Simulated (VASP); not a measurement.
# Be3B4: single point with PBE

The system is Be3B4, a sheet with vacuum.

```
Be B
1.0
     2.99106   -3.91926    0.00000
     3.04857    3.96460    0.00000
     0.00000    0.00000   26.32227
Be B
3 4
Direct
  0.90903 0.78090 0.30522
  0.46903 0.36495 0.30831
  0.06012 0.18784 0.30940
  0.17543 0.57436 0.30481
  0.65273 0.07871 0.30973
  0.82632 0.40185 0.30675
  0.34346 0.92528 0.30720
```

```yaml
Program: VASP 6.6.1
Task: single point
Functional: PBE
Potentials_or_basis: VASP PAW PBE potentials, release 64 (Be, B)
Cutoff: 520 eV
k_mesh: 6 × 6 × 1
Occupations: gaussian, width 0.2 eV
Spin: no spin polarisation
Dipole_correction: yes
Further_INCAR_settings: ALGO = Normal; EDIFF = 1e-07; NBANDS = 18
```

```
Largest force                   : 3.962 eV/Å
Band gap on the k mesh          : zero (bands 9 and 10 overlap by 0.89 eV)
Work function of the upper face : 4.84 eV
Work function of the lower face : 4.87 eV
```

Forces on the atoms (eV/Å):
```
Be  -0.275 -0.139  0.132
Be  -0.534  0.493 -0.127
Be  -0.025  0.067 -0.051
B   -0.549  0.458  0.318
B    3.007 -1.477 -0.185
B    2.123 -0.689 -0.026
B   -3.747  1.287 -0.062
```

Levels at points of the mesh, in eV from the Fermi level:
```
           k point  band 5  band 6  band 7  band 8  band 9  band 10  band 11  band 12  band 13  band 14
(0.00, 0.00, 0.00)   -4.21   -3.33   -3.25   -2.08   -1.54     1.60     1.95     3.94     4.19     4.46
(0.50, 0.00, 0.00)   -4.50   -4.27   -2.00   -1.66   -1.55     0.87     2.97     3.66     4.46     5.23
(0.00, 0.50, 0.00)   -4.47   -3.86   -2.20   -1.55   -1.30     0.45     2.96     3.99     4.38     5.12
(0.50, 0.50, 0.00)   -2.76   -2.43   -2.05   -2.03    0.25     0.61     1.35     3.51     4.02     4.83
```

Wall time 5.7 min on 1 thread of Intel(R) Xeon(R) 6975P-C (Granite Rapids) (shared host), peak memory 0.7 GiB.
